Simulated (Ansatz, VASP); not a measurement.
**Two plane-wave programs on AlCr2C**

```
Al Cr C
1.0
     2.84045    0.00000    0.00000
    -1.42023    2.45990    0.00000
     0.00000    0.00000   12.70343
Al Cr C
2 4 2
Direct
  0.66667 0.33333 0.25000
  0.33333 0.66667 0.75000
  0.33333 0.66667 0.41574
  0.66667 0.33333 0.91574
  0.66667 0.33333 0.58426
  0.33333 0.66667 0.08426
  0.00000 0.00000 0.50000
  0.00000 0.00000 0.00000
```

Alike in both runs: functional PBE; k mesh 18 × 18 × 4; occupations gaussian, width 0.1 eV; no spin polarisation.

Ansatz relaxed the structure, and its values are those at the end. VASP's run is a single point on that final structure, the one shown.

|  | VASP | Ansatz |
| --- | --- | --- |
| version | VASP 6.6.1 | Ansatz 0.2.0 |
| potentials or method | VASP PAW PBE potentials, release 64 (Al, Cr_pv, C), cutoff 520 eV | scalar-relativistic, plane waves, PAW |
| valence electrons in the cell | 62 | 70 |

|  | VASP | Ansatz | Ansatz less VASP |
| --- | --- | --- | --- |
| gap on the k mesh at the Fermi level (eV) | none | none | - |
| pressure (GPa) | 0.1 | 0.0 | -0.09 |
| rms of the force components (eV/Å) | 0.017 | 0.000 | -0.0172 |

A gap of «none» marks a metal or a gap that the smearing closes. The functional is the same, so the differences come from potentials, cutoffs and numerics. VASP's potentials hold 62 valence electrons a cell and Ansatz's 70, so a difference there can come from the potentials and not from the codes.
